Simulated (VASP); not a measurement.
Input of a VASP 6.6.1 run:

The input POSCAR:

```
SnS2
1.0
    3.5509321623      0.0000000000      0.0000000000
   -1.7754660812      3.0751974597      0.0000000000
    0.0000000000      0.0000000000      6.0949832653
Sn S
1 2
Direct
    0.0000000000      0.0000000000      0.0000000000
    0.3333333333      0.6666666667      0.2465001836
    0.6666666667      0.3333333333      0.7534998164
```

The input INCAR.step1:

```
ALGO     = Normal         # electronic algorithm
EDIFF    = 1E-5           # SCF threshold, eV
ENCUT    = 550            # plane-wave cutoff, eV
GGA      = PE             # functional
GGA_COMPAT= F            
ISMEAR   = 0              # smearing method
LASPH    = T              # aspherical terms in the spheres
LCHARG   = F              # write CHGCAR
LNONCOLLINEAR= T              # non-collinear magnetism
LREAL    = F              # projectors in reciprocal space
LSORBIT  = T              # spin-orbit coupling
LWAVE    = T              # write WAVECAR
MAGMOM   = 0 0 0 0 0 0 0 0 0 # initial moments
NBANDS   = 39             # bands
NELM     = 200            # most SCF steps
PREC     = Accurate       # precision mode
SIGMA    = 0.01           # smearing width, eV
```

Contents of INCAR.step2:

```
ALGO     = Normal         # electronic algorithm
EDIFF    = 1E-6           # SCF threshold, eV
ENCUT    = 550            # plane-wave cutoff, eV
GGA_COMPAT= F            
ISIF     = 2              # what is computed and relaxed
ISMEAR   = 0              # smearing method
ISTART   = 1            
LASPH    = T              # aspherical terms in the spheres
LCHARG   = T              # write CHGCAR
LMIXTAU  = T            
LNONCOLLINEAR= T              # non-collinear magnetism
LORBIT   = 11             # projections on sites
LORBMOM  = T            
LREAL    = F              # projectors in reciprocal space
LSORBIT  = T              # spin-orbit coupling
LVHAR    = T            
LWAVE    = F              # write WAVECAR
MAGMOM   = 0 0 0 0 0 0 0 0 0 # initial moments
METAGGA  = R2SCAN         # meta-GGA
NBANDS   = 39             # bands
NELM     = 200            # most SCF steps
PREC     = Accurate       # precision mode
SIGMA    = 0.01           # smearing width, eV
```

Contents of KPOINTS:

```
k-points
0
Gamma
  12 12 4
```

Potentials or basis: VASP PAW PBE potentials, release 64 (Sn_d, S).

Command:

```console
$ cat potpaw_PBE.64/Sn_d/POTCAR potpaw_PBE.64/S/POTCAR > POTCAR
$ cp INCAR.step1 INCAR
$ mpirun -np 1 vasp_ncl > vasp.out
$ cp INCAR.step2 INCAR
$ mpirun -np 1 vasp_ncl > vasp.out
```

**Question.** What does it give for the net moment?

**Answer.** 0.00 μB per cell.

**Question.** What does it give for the pressure?

**Answer.** 4.5 GPa.

**Question.** Estimate the largest force.

**Answer.** 0.045 eV/Å.

Moments on the atoms (μB; x, y, z):
```
Sn  0.00 0.00 0.00
S   0.00 0.00 0.00
S   0.00 0.00 0.00
```

Caveat: the cell differs from its parent crystal (epitaxial xy strain -3.0%); the stress differs along the axes, from 1 to 6 GPa; the PAW data sets were made with another functional, which shifts forces and pressure a little.
